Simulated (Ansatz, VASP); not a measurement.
## GaSb in VASP and in Ansatz

File INCAR:

```
PREC = Accurate ; ENCUT = 520
EDIFF = 1E-6 ; ISMEAR = 0
SIGMA = 0.1 ; LREAL = False
LASPH = True ; NELM = 150
ALGO = Normal ; ISIF = 2
LWAVE = False ; LCHARG = False
MAGMOM = 0 0 0 0 0 0 ; LORBIT = 11
LSORBIT = True ; GGA_COMPAT = False
LORBMOM = True ; GGA = PE
NBANDS = 30
```

KPOINTS

```
Automatic mesh
0
Gamma
  12 12 12
```

The input POSCAR:

```
GaSb
1.0
    0.0000000000      3.1079603751      3.1079603751
    3.1079603751      0.0000000000      3.1079603751
    3.1079603751      3.1079603751      0.0000000000
Ga Sb
1 1
Direct
    0.0000000000      0.0000000000      0.0000000000
    0.2500000000      0.2500000000      0.2500000000
```

Input for Ansatz:

```yaml
crystal:
  lattice:
    - [0.0, 3.1079603751, 3.1079603751]
    - [3.1079603751, 0.0, 3.1079603751]
    - [3.1079603751, 3.1079603751, 0.0]
  atoms:
    - { symbol: Ga, position: [0.0, 0.0, 0.0] }
    - { symbol: Sb, position: [0.25, 0.25, 0.25] }
basis:
  ecutwfc: 420
kpoints:
  mp_grid: { grid: [12, 12, 12] }
  band_path:
    path:
      - [[0.0, 0.0, 0.0], [-0.5, -0.5, 0.0], [-0.375, -0.375, 0.25]]
      - [[-0.375, 0.0, 0.375], [0.0, 0.0, 0.0], [0.0, 0.0, 0.5], [-0.5, -0.25, 0.25], [-0.5, -0.5, 0.0]]
    npoints: 10
hamiltonian:
  xc: pbe
scf:
  occupations: { method: gaussian, width: 0.1 }
  n_extra_bands: 14
output:
  forces: true
  stress: true
  eigenvalues: true
  dos: { projected: false, de: 0.02, nscf_kmesh: { grid: [18, 18, 18] } }
  write_density: true
  write_potential: true
  elf: true
  volumetric_format: npy
magnetization:
  noncollinear: true
  spin_orbit: true
```

Alike in both runs: task single point; functional PBE; k mesh 12 × 12 × 12; occupations gaussian, width 0.1 eV; non-collinear spin, spin-orbit coupling.

```csv
,VASP,Ansatz
version,VASP 6.6.1,Ansatz 0.2.0
potentials or method,"VASP PAW PBE potentials, release 64 (Ga_d, Sb), cutoff 520 eV","plane waves, PAW"
valence electrons in the cell,18,28
```

```tsv
	VASP	Ansatz	Ansatz less VASP
pressure (GPa)	0.1	0.0	-0.07
net moment per atom (μB)	0.00	0.00	0.000
```

VASP's potentials hold 18 valence electrons a cell and Ansatz's 28, so a difference there can come from the potentials and not from the codes.
